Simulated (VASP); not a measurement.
KZn3Ge4P7 (a cell with a defect), 15 atoms in the cell. The cell holds a defect, 15 atoms: a = 5.424 Å, b = 5.424 Å, c = 10.709 Å, α = 90.00°, β = 90.00°, γ = 90.00°. 

```yaml
Program: VASP 6.6.1
Task: single point
Functional: PBEsol
Dispersion: D3(BJ)
Potentials_or_basis: VASP PAW PBE potentials, release 64 (Zn, Ge_d, P, K_sv)
Cutoff: 520 eV
k_mesh: 1 × 1 × 1, shifted
Occupations: fermi-dirac, width 0.05 eV
Spin: collinear spin
Starting_moments: "[0.0, 0.0, 0.286, 0.286, 0.0, 0.0, 0.286, 0.0, 0.0, 0.286, 0.286, 0.0, 0.286, 0.0, 0.286] μB"
Dipole_correction: no
Charge: 2
Further_INCAR_settings: LREAL = Auto; ALGO = Normal; EDIFF = 1e-06; NBANDS = 85; ISYM = 0; NELECT = 134.0
```

Potentials or basis: VASP PAW PBE potentials, release 64 (Zn, Ge_d, P, K_sv).

Command:

```bash
$ cat potpaw_PBE.64/Zn/POTCAR potpaw_PBE.64/Ge_d/POTCAR potpaw_PBE.64/P/POTCAR potpaw_PBE.64/K_sv/POTCAR > POTCAR
$ mpirun -np 1 vasp_std > vasp.out
```

Hardware: 1 thread of Intel(R) Xeon(R) 6975P-C (Granite Rapids), with other jobs on the host.

Estimate the wall time of this run.

Wall time 2.4 min on 1 thread of Intel(R) Xeon(R) 6975P-C (Granite Rapids) (shared host), peak memory 0.5 GiB. Counts: scf iterations 32, k points 2.
